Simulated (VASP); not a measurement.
# Os (Fm-3m) in VASP: notebook

Os is run at these levels: PBE; tasks: single point.

Program: VASP 6.6.1. These are calculated values, not measurements. Logs are shortened: lines on timing, memory, paths and dates and some standing lists are left out, and cuts for length are marked.

### 1 The cell of the first run

Symmetry: Fm-3m, No. 225, cubic system. The conventional cell has a = 3.857 Å, b = 3.857 Å, c = 3.857 Å, α = 90.00°, β = 90.00°, γ = 90.00°. Os (site symmetry m-3m) has 12 Os at 2.73 Å within 3.6 Å.

This isn't the form of Os at room conditions, which is hcp.

### 2 Single point, PBE

The input, INCAR:

```
PREC     = Accurate       # precision mode
ENCUT    = 600            # plane-wave cutoff, eV
EDIFF    = 1E-6           # SCF threshold, eV
ISMEAR   = -1             # smearing method
SIGMA    = 0.1            # smearing width, eV
LREAL    = False          # projectors in reciprocal space
LASPH    = True           # aspherical terms in the spheres
NELM     = 120            # most SCF steps
ALGO     = Normal         # electronic algorithm
ISIF     = 2              # what is computed and relaxed
LWAVE    = False          # write WAVECAR
LCHARG   = True           # write CHGCAR
GGA      = PE             # functional
LELF     = True           # ELF
LVHAR    = True         
NBANDS   = 24             # bands
GGA_COMPAT= False
```

The input, KPOINTS:

```
regular mesh
0
Gamma
  2 2 2
```

The input, POSCAR:

```
Os
1.0
    3.8570121500      0.0000000000      0.0000000000
    0.0000000000      3.8570121500      0.0000000000
    0.0000000000      0.0000000000      3.8570121500
Os
4
Direct
    0.5000000000      0.5000000000      0.0000000000
    0.0000000000      0.0000000000      0.0000000000
    0.5000000000      0.0000000000      0.5000000000
    0.0000000000      0.5000000000      0.5000000000
```

Potentials or basis: VASP PAW PBE potentials, release 64 (Os).

Launch:

```bash
$ cat potpaw_PBE.64/Os/POTCAR > POTCAR
$ mpirun -np 1 vasp_std > vasp.out
```

OUTCAR:

```text
PREC = Accurate
   ENCUT = 600
   EDIFF = 1E-6
   ISMEAR = -1
   LREAL = False
   LASPH = True
   NELM = 120
   ISIF = 2
   GGA = PE

 ion  position               nearest neighbor table
   1  0.500  0.500  0.000-   2 2.73   3 2.73   4 2.73   3 2.73   4 2.73   2 2.73   3 2.73   3 2.73
                             2 2.73   4 2.73   4 2.73   2 2.73
   2  0.000  0.000  0.000-   1 2.73   3 2.73   4 2.73   3 2.73   4 2.73   1 2.73   4 2.73   4 2.73
                             1 2.73   3 2.73   3 2.73   1 2.73
   3  0.500  0.000  0.500-   1 2.73   2 2.73   4 2.73   1 2.73   2 2.73   1 2.73   4 2.73   1 2.73
                             2 2.73   4 2.73   2 2.73   4 2.73
   4  0.000  0.500  0.500-   1 2.73   2 2.73   3 2.73   1 2.73   2 2.73   2 2.73   3 2.73   2 2.73
                             1 2.73   3 2.73   1 2.73   3 2.73

  LATTYP: Found a simple cubic cell.
 ALAT       =     3.8570121500

  Lattice vectors:

 A1 = (   3.8570121500,   0.0000000000,   0.0000000000)
 A2 = (   0.0000000000,   3.8570121500,   0.0000000000)
 A3 = (   0.0000000000,   0.0000000000,   3.8570121500)

Analysis of symmetry for initial positions (statically):
=====================================================================
 Subroutine PRICEL returns following result:

  LATTYP: Found a face centered cubic cell.
 ALAT       =     3.8570121500

  Lattice vectors:

 A1 = (   1.9285060750,  -1.9285060750,   0.0000000000)
 A2 = (   1.9285060750,   0.0000000000,   1.9285060750)
 A3 = (   0.0000000000,  -1.9285060750,   1.9285060750)

   4 primitive cells build up your supercell.

 Routine SETGRP: Setting up the symmetry group for a
 simple cubic supercell.

 Subroutine GETGRP returns: Found 48 space group operations
 (whereof 48 operations were pure point group operations)
 out of a pool of 48 trial point group operations.

The static configuration has the point symmetry O_h .

Analysis of symmetry for dynamics (positions and initial velocities):
=====================================================================
 Subroutine PRICEL returns following result:

  LATTYP: Found a face centered cubic cell.
 ALAT       =     3.8570121500

  Lattice vectors:

 A1 = (   1.9285060750,  -1.9285060750,   0.0000000000)
 A2 = (   1.9285060750,   0.0000000000,   1.9285060750)
 A3 = (   0.0000000000,  -1.9285060750,   1.9285060750)

   4 primitive cells build up your supercell.

[... 80 lines left out ...]
   LSORBIT =      F    spin-orbit coupling
   LASPH  =      T    aspherical Exc in radial PAW
   ENCUT  =  600.0 eV  44.10 Ry    6.64 a.u.   7.70  7.70  7.70*2*pi/ulx,y,z
   NELM   =    120;   NELMIN=  2; NELMDL= -5     # of ELM steps
   EDIFF  = 0.1E-05   stopping-criterion for ELM
   LREAL  =      F    real-space projection
   EDIFFG = 0.1E-04   stopping-criterion for IOM
   NSW    =      0    number of steps for IOM
   IBRION =     -1    ionic relax: 0-MD 1-quasi-New 2-CG
   NFREE  =      0    steps in history (QN), initial steepest desc. (CG)
   ISIF   =      2    stress and relaxation
   ISYM   =      2    0-nonsym 1-usesym 2-fastsym
   POTIM  = 0.5000    time-step for ionic-motion
   TEBEG  =    0.0;   TEEND  =   0.0 temperature during run
   PSTRESS=    0.0 pullay stress
   NELECT =      32.0000    total number of electrons
   NUPDOWN=      -1.0000    fix difference up-down
   EMIN   =  10.00;   EMAX   =-10.00  energy-range for DOS
   EFERMI =   0.00;   METHOD = LEGACY
   ISMEAR =    -1;   SIGMA  =   0.10  broadening in eV -4-tet -1-fermi 0-gaus
   EFERMI_NEDOS =   21; number of points for ismear=-14 and -15
   IALGO  =     38    algorithm
   IMIX   =      4    mixing-type and parameters
     AMIX     =   0.40;   BMIX     =  1.00
     AMIX_MAG =   1.60;   BMIX_MAG =  1.00
  volume/ion in A,a.u.               =      14.34        96.80
  Fermi-wavevector in a.u.,A,eV,Ry     =   1.347536  2.546474 24.706196  1.815854
  Thomas-Fermi vector in A             =   2.475279
   LORBIT       =      0    0 simple, 1 ext, 2 COOP (PROOUT), +10 PAW based schemes
   GGA     = PE    functional components
   LHFCALC =     F    Hartree Fock is set to
   AEXX    =    0.0000 exact exchange contribution
   IVDW    =     0    specifies the selected vdW correction
   LEPSILON=     F    determine dielectric tensor
   LRPA    =     F    only Hartree local field effects (RPA)
 non-spin polarized calculation
  energy-cutoff  :      600.00
  volume of cell :       57.38
 maximum number of plane-waves:      1936
 NGX is ok and might be reduce to    32
   NGX = 15   NGY = 15   NGZ = 15

 number of electron      31.9999996 magnetization

 Free energy of the ion-electron system (eV)
  ---------------------------------------------------
  ext. energy  EPLUGINS =         0.00000000
  ---------------------------------------------------
  free energy    TOTEN  =       -43.67195124 eV

  energy without entropy =      -43.41735695  energy(sigma->0) =      -43.54465410

 E-fermi :   8.7244     XC(G=0): -13.8953

 val. band max:        8.2734720427   @ k =   0.5000   0.0000   0.0000
 cond. band min:       8.7638545256   @ k =   0.5000   0.5000   0.5000
 fundamental gap:      0.4903824829
 Fermi energy:         8.7243583383

 k-point     1 :       0.0000    0.0000    0.0000
  band No.  band energies     occupation
      1      -1.6362      2.00000
      2       1.6543      2.00000
      3       1.6543      2.00000
      4       1.6543      2.00000
      5       2.3387      2.00000
      6       2.3387      2.00000
[... 97 lines left out ...]
     23      11.4044      0.00000
     24      11.4044      0.00000

------------------------ aborting loop because EDIFF is reached ----------------------------------------

  FORCE on cell =-STRESS in cart. coord.  units (eV):
  Direction    XX          YY          ZZ          XY          YZ          ZX
  --------------------------------------------------------------------------------------
  -------------------------------------------------------------------------------------
  Total        0.2640268      0.2640268      0.2640268     -0.0000000     -0.0000000      0.0000000
  in kB        7.3723447      7.3723447      7.3723447     -0.0000000     -0.0000000      0.0000000
  external PRESSURE =       7.3723447 kB  Pullay stress =       0.0000000 kB

 VOLUME and BASIS-vectors are now :
 -----------------------------------------------------------------------------
  energy-cutoff  :      600.00
  volume of cell :       57.38
      direct lattice vectors                 reciprocal lattice vectors
     3.857012150  0.000000000  0.000000000     0.259268045  0.000000000  0.000000000
     0.000000000  3.857012150  0.000000000     0.000000000  0.259268045  0.000000000
     0.000000000  0.000000000  3.857012150     0.000000000  0.000000000  0.259268045

 POSITION                                       TOTAL-FORCE (eV/Angst)
 -----------------------------------------------------------------------------------
      1.92851      1.92851      0.00000        -0.000000     -0.000000     -0.000000
      0.00000      0.00000      0.00000         0.000000     -0.000000      0.000000
      1.92851      0.00000      1.92851        -0.000000      0.000000     -0.000000
      0.00000      1.92851      1.92851         0.000000     -0.000000     -0.000000
 -----------------------------------------------------------------------------------
    total drift:                                0.000000     -0.000000     -0.000000

  FREE ENERGIE OF THE ION-ELECTRON SYSTEM (eV)
  ---------------------------------------------------
  free  energy   TOTEN  =       -43.6719512422 eV

  energy  without entropy=      -43.4173569549  energy(sigma->0) =      -43.54465410
```

stdout:

```text
POSCAR found type information on POSCAR Os
 POSCAR found :  1 types and       4 ions
 scaLAPACK will be used
 LDA part: xc-table for (Slater+PW92), standard interpolation
 POSCAR, INCAR and KPOINTS ok, starting setup
 FFT: planning ... GRIDC
 FFT: planning ... GRID_SOFT
 FFT: planning ... GRID
 WAVECAR not read
 entering main loop
```

Run time: 24 s. Hardware: 1 thread of Intel Xeon 8259CL, shared host; peak memory 0.17 GiB.

Results:

| Quantity | Value |
| --- | --- |
| Free energy | -43.6720 eV |
| Pressure | 0.7 GPa |
| Band gap on the k mesh | zero (bands 16 and 17 overlap by 3.10 eV) |

Levels at points of the mesh, in eV from the Fermi level:
| k point | band 12 | band 13 | band 14 | band 15 | band 16 | band 17 |
| --- | --- | --- | --- | --- | --- | --- |
| (0.00, 0.00, 0.00) | 0.36 | 2.54 | 2.54 | 2.54 | 2.65 | 2.65 |
| (0.50, 0.00, 0.00) | -1.83 | -0.46 | -0.46 | -0.45 | -0.45 | -0.45 |
| (0.50, 0.50, 0.00) | -3.49 | -1.08 | -1.08 | -1.08 | -1.08 | 0.13 |
| (0.50, 0.50, 0.50) | -2.75 | 0.04 | 0.04 | 0.04 | 0.04 | 2.68 |

Caveat: the k points lie up to 0.81 Å⁻¹ apart, too coarse for converged energies and pressures of a metal; spin-orbit coupling is left out, which moves the levels of the heavy elements.

### 3 Single point, PBE

The input, INCAR:

```
SYSTEM = Os
PREC = Accurate
ENCUT = 600
EDIFF = 1E-6
ISMEAR = -1
SIGMA = 0.1
LREAL = .FALSE.
LASPH = .TRUE.
NELM = 120
ALGO = Normal
ISIF = 2
LWAVE = .FALSE.
LCHARG = .FALSE.
GGA = PE
NBANDS = 24
GGA_COMPAT = .FALSE.
```

The input, KPOINTS:

```
Automatic mesh
0
G
  2 2 2
  0 0 0
```

POSCAR is that of step 2.

Potentials or basis: VASP PAW PBE potentials, release 64 (Os).

Launch:

```bash
$ cat potpaw_PBE.64/Os/POTCAR > POTCAR
$ mpirun -np 1 vasp_std > vasp.out
```

Run time: 25 s. Hardware: 1 thread of Intel Xeon 8259CL, shared host; peak memory 0.17 GiB.

The run converged. Its results:

| Item | Value |
| --- | --- |
| Free energy | -43.6720 eV |
| Pressure | 0.7 GPa |
| Band gap on the k mesh | zero (bands 16 and 17 overlap by 3.10 eV) |

Levels at points of the mesh, in eV from the Fermi level:
| k point | band 12 | band 13 | band 14 | band 15 | band 16 | band 17 |
| --- | --- | --- | --- | --- | --- | --- |
| (0.00, 0.00, 0.00) | 0.36 | 2.54 | 2.54 | 2.54 | 2.65 | 2.65 |
| (0.50, 0.00, 0.00) | -1.83 | -0.46 | -0.46 | -0.45 | -0.45 | -0.45 |
| (0.50, 0.50, 0.00) | -3.49 | -1.08 | -1.08 | -1.08 | -1.08 | 0.13 |
| (0.50, 0.50, 0.50) | -2.75 | 0.04 | 0.04 | 0.04 | 0.04 | 2.68 |

Caveat: the k points lie up to 0.81 Å⁻¹ apart, too coarse for converged energies and pressures of a metal; spin-orbit coupling is left out, which moves the levels of the heavy elements.
